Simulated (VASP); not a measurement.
Write the native input for VASP 6.6.1 that does the following.

- Task: single point
- Functional: PBE
- Potentials or basis: VASP PAW PBE potentials, release 64 (Cu)
- Cutoff: 520 eV
- k mesh: 30 × 30 × 30
- Occupations: gaussian, width 0.1 eV
- Spin: no spin polarisation
- Dipole correction: no
- Further INCAR settings: ALGO = Fast; EDIFF = 1e-06; NBANDS = 12

The structure of Cu lies in POSCAR:

```
Cu
1.0
   -1.2833956504      1.2833956504      1.8140484789
    1.2833956504     -1.2833956504      1.8140484789
    1.2833956504      1.2833956504     -1.8140484789
Cu
1
Direct
    0.5000000000      0.5000000000      0.0000000000
```

One way to write it, as run:

INCAR

```
ALGO = Fast ; EDIFF = 1E-6
ENCUT = 520 ; GGA = PE
ISIF = 2 ; ISMEAR = 0
LASPH = True ; LCHARG = False
LREAL = False ; LWAVE = False
NBANDS = 12 ; NELM = 60
PREC = Accurate ; SIGMA = 0.1
```

KPOINTS

```
k-points
0
Gamma
  30 30 30
```

Potentials or basis: VASP PAW PBE potentials, release 64 (Cu).

The run is started by

```sh
$ cat potpaw_PBE.64/Cu/POTCAR > POTCAR
$ mpirun -np 1 vasp_std > vasp.out
```

Results of the run:

```
Pressure               : 0.5 GPa
Band gap on the k mesh : zero (an odd number of electrons rules out a gap without spin polarisation)
```

Wall time 7.2 min on 1 thread of Intel Xeon 8259CL, on a shared host, peak memory 0.37 GiB.
